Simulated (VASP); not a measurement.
# InSb (F-43m) in VASP: a series of runs, part 2 of 3

VASP 6.6.1. Earlier steps stand in the parts before.

### 3 Electric field gradients, LDA (volume scaled by 0.98)

Contents of INCAR:

```
SYSTEM = InSb
PREC = Accurate ; ENCUT = 520
EDIFF = 1E-8 ; ISMEAR = -1
SIGMA = 0.03 ; LREAL = .False.
LASPH = .True. ; NELM = 60
ALGO = Normal ; ISIF = 2
LWAVE = .False. ; LCHARG = .False.
GGA = CA ; LEFG = .True.
NBANDS = 16
```

Contents of KPOINTS:

```
regular mesh
0
Gamma
  10 10 10
  0 0 0
```

Contents of POSCAR:

```
InSb
1.0
    0.0000000000      3.2173604188      3.2173604188
    3.2173604188      0.0000000000      3.2173604188
    3.2173604188      3.2173604188      0.0000000000
In Sb
1 1
Direct
    0.0000000000      0.0000000000      0.0000000000
    0.7500000000      0.7500000000      0.7500000000
```

Potentials or basis: VASP PAW LDA potentials, release 64 (In_d, Sb).

On the command line:

```bash
> cat potpaw_LDA.64/In_d/POTCAR potpaw_LDA.64/Sb/POTCAR > POTCAR
> mpirun -np 1 vasp_std > vasp.out
```

OUTCAR:

```text
SYSTEM = InSb
   PREC = Accurate
   ENCUT = 520
   EDIFF = 1E-8
   ISMEAR = -1
   LREAL = .False.
   LASPH = .True.
   NELM = 60
   ISIF = 2
   GGA = CA

 ion  position               nearest neighbor table
   1  0.000  0.000  0.000-   2 2.79   2 2.79   2 2.79   2 2.79
   2  0.750  0.750  0.750-   1 2.79   1 2.79   1 2.79   1 2.79

  LATTYP: Found a face centered cubic cell.
 ALAT       =     6.4347208376

  Lattice vectors:

 A1 = (   0.0000000000,   3.2173604188,   3.2173604188)
 A2 = (   3.2173604188,   0.0000000000,   3.2173604188)
 A3 = (   3.2173604188,   3.2173604188,   0.0000000000)

Analysis of symmetry for initial positions (statically):
=====================================================================
 Subroutine PRICEL returns:
 Original cell was already a primitive cell.

 Routine SETGRP: Setting up the symmetry group for a
 face centered cubic supercell.

 Subroutine GETGRP returns: Found 24 space group operations
 (whereof 24 operations were pure point group operations)
 out of a pool of 48 trial point group operations.

The static configuration has the point symmetry T_d .

Analysis of symmetry for dynamics (positions and initial velocities):
=====================================================================
 Subroutine PRICEL returns:
 Original cell was already a primitive cell.

 Routine SETGRP: Setting up the symmetry group for a
 face centered cubic supercell.

 Subroutine GETGRP returns: Found 24 space group operations
 (whereof 24 operations were pure point group operations)
 out of a pool of 48 trial point group operations.

The dynamic configuration has the point symmetry T_d .

 Subroutine INISYM returns: Found 24 space group operations
 (whereof 24 operations are pure point group operations),
 and found     1 'primitive' translations

----------------------------------------------------------------------------------------

                                     Primitive cell

  volume of cell :      66.6084

  direct lattice vectors                    reciprocal lattice vectors
     0.000000000  3.217360419  3.217360419    -0.155406897  0.155406897  0.155406897
     3.217360419  0.000000000  3.217360419     0.155406897 -0.155406897  0.155406897
     3.217360419  3.217360419  0.000000000     0.155406897  0.155406897 -0.155406897

  length of vectors
     4.550034739  4.550034739  4.550034739     0.269172642  0.269172642  0.269172642

  position of ions in fractional coordinates (direct lattice)
     0.000000000  0.000000000  0.000000000
     0.750000000  0.750000000  0.750000000

  ion indices of the primitive-cell ions
   primitive index   ion index
                 1           1
                 2           2

----------------------------------------------------------------------------------------

 KPOINTS: regular mesh

Automatic generation of k-mesh.
 Grid dimensions read from file:
 generate k-points for:   10   10   10

 Generating k-lattice:

[... 68 lines left out ...]
   ISYM   =      2    0-nonsym 1-usesym 2-fastsym
   POTIM  = 0.5000    time-step for ionic-motion
   TEBEG  =    0.0;   TEEND  =   0.0 temperature during run
   PSTRESS=    0.0 pullay stress
   NELECT =      18.0000    total number of electrons
   NUPDOWN=      -1.0000    fix difference up-down
   EMIN   =  10.00;   EMAX   =-10.00  energy-range for DOS
   EFERMI =   0.00;   METHOD = LEGACY
   ISMEAR =    -1;   SIGMA  =   0.03  broadening in eV -4-tet -1-fermi 0-gaus
   EFERMI_NEDOS =   21; number of points for ismear=-14 and -15
   IALGO  =     38    algorithm
   IMIX   =      4    mixing-type and parameters
     AMIX     =   0.40;   BMIX     =  1.00
     AMIX_MAG =   1.60;   BMIX_MAG =  1.00
  volume/ion in A,a.u.               =      33.30       224.75
  Fermi-wavevector in a.u.,A,eV,Ry     =   1.058415  2.000114 15.241820  1.120242
  Thomas-Fermi vector in A             =   2.193723
   LORBIT       =      0    0 simple, 1 ext, 2 COOP (PROOUT), +10 PAW based schemes
   GGA     = CA    functional components
   LHFCALC =     F    Hartree Fock is set to
   AEXX    =    0.0000 exact exchange contribution
   IVDW    =     0    specifies the selected vdW correction
   LEPSILON=     F    determine dielectric tensor
   LRPA    =     F    only Hartree local field effects (RPA)
 non-spin polarized calculation
  energy-cutoff  :      520.00
  volume of cell :       66.61
 maximum number of plane-waves:      1823
 NGX is ok and might be reduce to    36
   NGX = 17   NGY = 17   NGZ = 17

 number of electron      17.9999998 magnetization

 Free energy of the ion-electron system (eV)
  ---------------------------------------------------
  ext. energy  EPLUGINS =         0.00000000
  ---------------------------------------------------
  free energy    TOTEN  =        -8.21476489 eV

  energy without entropy =       -8.21462347  energy(sigma->0) =       -8.21469418

 E-fermi :   5.1359     XC(G=0):  -9.0786

 val. band max:        5.1118188476   @ k =   0.0000   0.0000   0.0000
 cond. band min:       5.5688177306   @ k =   0.5000   0.0000   0.0000
 fundamental gap:      0.4569988829
 Fermi energy:         5.1359425097

 k-point     1 :       0.0000    0.0000    0.0000
  band No.  band energies     occupation
      1      -9.4930      2.00000
      2      -9.4930      2.00000
      3      -9.4930      2.00000
      4      -9.3997      2.00000
      5      -9.3997      2.00000
      6      -5.7938      2.00000
[... 433 lines left out ...]
      3      -9.4556      2.00000
      4      -9.4152      2.00000
      5      -9.3927      2.00000
      6      -4.3765      2.00000
[... 8 lines left out ...]
     15      14.7093      0.00000
     16      15.1390      0.00000

 [... further k-points ...]

------------------------ aborting loop because EDIFF is reached ----------------------------------------

  FORCE on cell =-STRESS in cart. coord.  units (eV):
  Direction    XX          YY          ZZ          XY          YZ          ZX
  --------------------------------------------------------------------------------------
  -------------------------------------------------------------------------------------
  Total        0.1781447      0.1781447      0.1781447      0.0000000      0.0000000      0.0000000
  in kB        4.2850339      4.2850339      4.2850339      0.0000000      0.0000000      0.0000000
  external PRESSURE =       4.2850339 kB  Pullay stress =       0.0000000 kB

 VOLUME and BASIS-vectors are now :
 -----------------------------------------------------------------------------
  energy-cutoff  :      520.00
  volume of cell :       66.61
      direct lattice vectors                 reciprocal lattice vectors
     0.000000000  3.217360419  3.217360419    -0.155406897  0.155406897  0.155406897
     3.217360419  0.000000000  3.217360419     0.155406897 -0.155406897  0.155406897
     3.217360419  3.217360419  0.000000000     0.155406897  0.155406897 -0.155406897

 POSITION                                       TOTAL-FORCE (eV/Angst)
 -----------------------------------------------------------------------------------
      0.00000      0.00000      0.00000        -0.000000     -0.000000     -0.000000
      4.82604      4.82604      4.82604         0.000000      0.000000      0.000000
 -----------------------------------------------------------------------------------
    total drift:                                0.000000      0.000000      0.000000

  FREE ENERGIE OF THE ION-ELECTRON SYSTEM (eV)
  ---------------------------------------------------
  free  energy   TOTEN  =        -8.2147648868 eV

  energy  without entropy=       -8.2146234679  energy(sigma->0) =       -8.21469418

 Electric field gradients (V/A^2)
---------------------------------------------------------------------
 ion       V_xx      V_yy      V_zz      V_xy      V_xz      V_yz
---------------------------------------------------------------------
   1      -0.000    -0.000    -0.000     0.001     0.001     0.001
   2       0.000     0.000    -0.000    -0.000    -0.000    -0.000
---------------------------------------------------------------------

 Electric field gradients after diagonalization (V/A^2)
 (convention: |V_zz| > |V_xx| > |V_yy|)
----------------------------------------------------------------------
 ion       V_xx      V_yy      V_zz     asymmetry (V_yy - V_xx)/ V_zz
----------------------------------------------------------------------
   1      -0.001    -0.001     0.001       0.000
   2       0.000     0.000    -0.000       0.000
----------------------------------------------------------------------

           NMR quadrupolar parameters

 Cq : quadrupolar parameter    Cq=e*Q*V_zz/h
 eta: asymmetry parameters     (V_yy - V_xx)/ V_zz
 Q  : nuclear electric quadrupole moment in mb (millibarn)
----------------------------------------------------------------------
 ion       Cq(MHz)       eta       Q (mb)
----------------------------------------------------------------------
   1       0.000       0.000       1.000
   2      -0.000       0.000       1.000
----------------------------------------------------------------------
```

Wall time 30 s (1 thread of AMD EPYC 9R45 (Zen 5), shared host); peak memory 0.18 GiB.

What came out:

- Free energy: -8.2148 eV
- Pressure: 0.4 GPa
- Band gap on the k mesh: zero (filled and empty bands touch)

Caveat: without QUAD_EFG the Cq values of the log hold for a quadrupole moment of 1 mb, not for the nuclei; spin-orbit coupling is left out, which moves the levels of the heavy elements.

### 4 Electric field gradients, LDA (volume scaled by 0.98)

Contents of INCAR:

```
PREC = Accurate
ENCUT = 520
EDIFF = 1E-8
ISMEAR = -1
SIGMA = 0.03
LREAL = False
LASPH = True
NELM = 100
ALGO = Normal
ISIF = 2
LWAVE = False
LCHARG = False
GGA = CA
LEFG = True
NBANDS = 16
```

Contents of KPOINTS:

```
regular mesh
0
Gamma
  10 10 10
```

POSCAR is that of step 3.

Potentials or basis: VASP PAW LDA potentials, release 64 (In_d, Sb).

On the command line:

```bash
> cat potpaw_LDA.64/In_d/POTCAR potpaw_LDA.64/Sb/POTCAR > POTCAR
> mpirun -np 1 vasp_std > vasp.out
```

OUTCAR:

```text
PREC = Accurate
   ENCUT = 520
   EDIFF = 1E-8
   ISMEAR = -1
   LREAL = False
   LASPH = True
   NELM = 100
   ISIF = 2
   GGA = CA

 ion  position               nearest neighbor table
   1  0.000  0.000  0.000-   2 2.79   2 2.79   2 2.79   2 2.79
   2  0.750  0.750  0.750-   1 2.79   1 2.79   1 2.79   1 2.79

  LATTYP: Found a face centered cubic cell.
 ALAT       =     6.4347208376

  Lattice vectors:

 A1 = (   0.0000000000,   3.2173604188,   3.2173604188)
 A2 = (   3.2173604188,   0.0000000000,   3.2173604188)
 A3 = (   3.2173604188,   3.2173604188,   0.0000000000)

Analysis of symmetry for initial positions (statically):
=====================================================================
 Subroutine PRICEL returns:
 Original cell was already a primitive cell.

 Routine SETGRP: Setting up the symmetry group for a
 face centered cubic supercell.

 Subroutine GETGRP returns: Found 24 space group operations
 (whereof 24 operations were pure point group operations)
 out of a pool of 48 trial point group operations.

The static configuration has the point symmetry T_d .

Analysis of symmetry for dynamics (positions and initial velocities):
=====================================================================
 Subroutine PRICEL returns:
 Original cell was already a primitive cell.

 Routine SETGRP: Setting up the symmetry group for a
 face centered cubic supercell.

 Subroutine GETGRP returns: Found 24 space group operations
 (whereof 24 operations were pure point group operations)
 out of a pool of 48 trial point group operations.

The dynamic configuration has the point symmetry T_d .

 Subroutine INISYM returns: Found 24 space group operations
 (whereof 24 operations are pure point group operations),
 and found     1 'primitive' translations

----------------------------------------------------------------------------------------

                                     Primitive cell

  volume of cell :      66.6084

  direct lattice vectors                    reciprocal lattice vectors
     0.000000000  3.217360419  3.217360419    -0.155406897  0.155406897  0.155406897
     3.217360419  0.000000000  3.217360419     0.155406897 -0.155406897  0.155406897
     3.217360419  3.217360419  0.000000000     0.155406897  0.155406897 -0.155406897

  length of vectors
     4.550034739  4.550034739  4.550034739     0.269172642  0.269172642  0.269172642

  position of ions in fractional coordinates (direct lattice)
     0.000000000  0.000000000  0.000000000
     0.750000000  0.750000000  0.750000000

  ion indices of the primitive-cell ions
   primitive index   ion index
                 1           1
                 2           2

----------------------------------------------------------------------------------------

 KPOINTS: regular mesh

Automatic generation of k-mesh.
 Grid dimensions read from file:
 generate k-points for:   10   10   10

 Generating k-lattice:
[... 68 lines left out ...]
   ISIF   =      2    stress and relaxation
   ISYM   =      2    0-nonsym 1-usesym 2-fastsym
   POTIM  = 0.5000    time-step for ionic-motion
   TEBEG  =    0.0;   TEEND  =   0.0 temperature during run
   PSTRESS=    0.0 pullay stress
   NELECT =      18.0000    total number of electrons
   NUPDOWN=      -1.0000    fix difference up-down
   EMIN   =  10.00;   EMAX   =-10.00  energy-range for DOS
   EFERMI =   0.00;   METHOD = LEGACY
   ISMEAR =    -1;   SIGMA  =   0.03  broadening in eV -4-tet -1-fermi 0-gaus
   EFERMI_NEDOS =   21; number of points for ismear=-14 and -15
   IALGO  =     38    algorithm
   IMIX   =      4    mixing-type and parameters
     AMIX     =   0.40;   BMIX     =  1.00
     AMIX_MAG =   1.60;   BMIX_MAG =  1.00
  volume/ion in A,a.u.               =      33.30       224.75
  Fermi-wavevector in a.u.,A,eV,Ry     =   1.058415  2.000114 15.241820  1.120242
  Thomas-Fermi vector in A             =   2.193723
   LORBIT       =      0    0 simple, 1 ext, 2 COOP (PROOUT), +10 PAW based schemes
   GGA     = CA    functional components
   LHFCALC =     F    Hartree Fock is set to
   AEXX    =    0.0000 exact exchange contribution
   IVDW    =     0    specifies the selected vdW correction
   LEPSILON=     F    determine dielectric tensor
   LRPA    =     F    only Hartree local field effects (RPA)
 non-spin polarized calculation
  energy-cutoff  :      520.00
  volume of cell :       66.61
 maximum number of plane-waves:      1823
 NGX is ok and might be reduce to    36
   NGX = 17   NGY = 17   NGZ = 17

 number of electron      17.9999998 magnetization

 Free energy of the ion-electron system (eV)
  ---------------------------------------------------
  ext. energy  EPLUGINS =         0.00000000
  ---------------------------------------------------
  free energy    TOTEN  =        -8.21476489 eV

  energy without entropy =       -8.21462347  energy(sigma->0) =       -8.21469418

 E-fermi :   5.1359     XC(G=0):  -9.0786

 val. band max:        5.1118188476   @ k =   0.0000   0.0000   0.0000
 cond. band min:       5.5688177306   @ k =   0.5000   0.0000   0.0000
 fundamental gap:      0.4569988829
 Fermi energy:         5.1359425097

 k-point     1 :       0.0000    0.0000    0.0000
  band No.  band energies     occupation
      1      -9.4930      2.00000
      2      -9.4930      2.00000
      3      -9.4930      2.00000
      4      -9.3997      2.00000
      5      -9.3997      2.00000
      6      -5.7938      2.00000
[... 433 lines left out ...]
      3      -9.4556      2.00000
      4      -9.4152      2.00000
      5      -9.3927      2.00000
      6      -4.3765      2.00000
[... 8 lines left out ...]
     15      14.7093      0.00000
     16      15.1390      0.00000

 [... further k-points ...]

------------------------ aborting loop because EDIFF is reached ----------------------------------------

  FORCE on cell =-STRESS in cart. coord.  units (eV):
  Direction    XX          YY          ZZ          XY          YZ          ZX
  --------------------------------------------------------------------------------------
  -------------------------------------------------------------------------------------
  Total        0.1781447      0.1781447      0.1781447      0.0000000      0.0000000      0.0000000
  in kB        4.2850339      4.2850339      4.2850339      0.0000000      0.0000000      0.0000000
  external PRESSURE =       4.2850339 kB  Pullay stress =       0.0000000 kB

 VOLUME and BASIS-vectors are now :
 -----------------------------------------------------------------------------
  energy-cutoff  :      520.00
  volume of cell :       66.61
      direct lattice vectors                 reciprocal lattice vectors
     0.000000000  3.217360419  3.217360419    -0.155406897  0.155406897  0.155406897
     3.217360419  0.000000000  3.217360419     0.155406897 -0.155406897  0.155406897
     3.217360419  3.217360419  0.000000000     0.155406897  0.155406897 -0.155406897

 POSITION                                       TOTAL-FORCE (eV/Angst)
 -----------------------------------------------------------------------------------
      0.00000      0.00000      0.00000        -0.000000     -0.000000     -0.000000
      4.82604      4.82604      4.82604         0.000000      0.000000      0.000000
 -----------------------------------------------------------------------------------
    total drift:                                0.000000      0.000000      0.000000

  FREE ENERGIE OF THE ION-ELECTRON SYSTEM (eV)
  ---------------------------------------------------
  free  energy   TOTEN  =        -8.2147648868 eV

  energy  without entropy=       -8.2146234679  energy(sigma->0) =       -8.21469418

 Electric field gradients (V/A^2)
---------------------------------------------------------------------
 ion       V_xx      V_yy      V_zz      V_xy      V_xz      V_yz
---------------------------------------------------------------------
   1      -0.000    -0.000    -0.000     0.001     0.001     0.001
   2       0.000     0.000    -0.000    -0.000    -0.000    -0.000
---------------------------------------------------------------------

 Electric field gradients after diagonalization (V/A^2)
 (convention: |V_zz| > |V_xx| > |V_yy|)
----------------------------------------------------------------------
 ion       V_xx      V_yy      V_zz     asymmetry (V_yy - V_xx)/ V_zz
----------------------------------------------------------------------
   1      -0.001    -0.001     0.001       0.000
   2       0.000     0.000    -0.000       0.000
----------------------------------------------------------------------

           NMR quadrupolar parameters

 Cq : quadrupolar parameter    Cq=e*Q*V_zz/h
 eta: asymmetry parameters     (V_yy - V_xx)/ V_zz
 Q  : nuclear electric quadrupole moment in mb (millibarn)
----------------------------------------------------------------------
 ion       Cq(MHz)       eta       Q (mb)
----------------------------------------------------------------------
   1       0.000       0.000       1.000
   2      -0.000       0.000       1.000
----------------------------------------------------------------------
```

Run time: 30 s. Hardware: 1 thread of AMD EPYC 9R45 (Zen 5), shared host; peak memory 0.18 GiB.

Results:

```yaml
Free_energy: -8.2148 eV
Pressure: 0.4 GPa
Band_gap_on_the_k_mesh: zero (filled and empty bands touch)
```

Caveat: without QUAD_EFG the Cq values of the log hold for a quadrupole moment of 1 mb, not for the nuclei; spin-orbit coupling is left out, which moves the levels of the heavy elements.

(Continued in part 3 of 3.)
